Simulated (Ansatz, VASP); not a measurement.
# One calculation of Al3GaN4, two programs

```
CELL_PARAMETERS angstrom
4.40699 0.00000 0.00000
0.00000 4.40699 0.00000
0.00000 0.00000 4.40699
ATOMIC_POSITIONS crystal
Al 0.50000 0.50000 0.00000
Al 0.50000 0.00000 0.50000
Al 0.00000 0.50000 0.50000
Ga 0.96791 0.96791 0.00000
N 0.74471 0.74471 0.25529
N 0.74471 0.25529 0.74471
N 0.25529 0.74471 0.74471
N 0.25529 0.25529 0.25529
```

Alike in both runs: task single point; functional PBEsol; k mesh 6 × 6 × 6; occupations gaussian, width 0.05 eV; no spin polarisation.

|  | VASP | Ansatz |
| --- | --- | --- |
| version | VASP 6.6.1 | Ansatz 0.2.0 |
| potentials or method | VASP PAW PBE potentials, release 64 (Al, Ga_d, N), cutoff 520 eV | scalar-relativistic, plane waves, PAW |
| valence electrons in the cell | 42 | 42 |

VASP gave:

```
gap on the k mesh at the Fermi level (eV)                     : 2.46
least direct gap on the mesh (eV)                             : 2.46
pressure (GPa)                                                : 1.2
traceless stress, the component that is largest in VASP (GPa) : -2.63
rms of the force components (eV/Å)                            : 0.962
```

Task: Estimate Ansatz's values.

Result: gap on the k mesh at the Fermi level (eV): 2.47; least direct gap on the mesh (eV): 2.47; pressure (GPa): 1.4; traceless stress, the component that is largest in VASP (GPa): -2.69; rms of the force components (eV/Å): 0.973.

VASP's potentials were made for PBE, not for PBEsol. Atom by atom the forces differ by 0.013 eV/Å (rms over components).
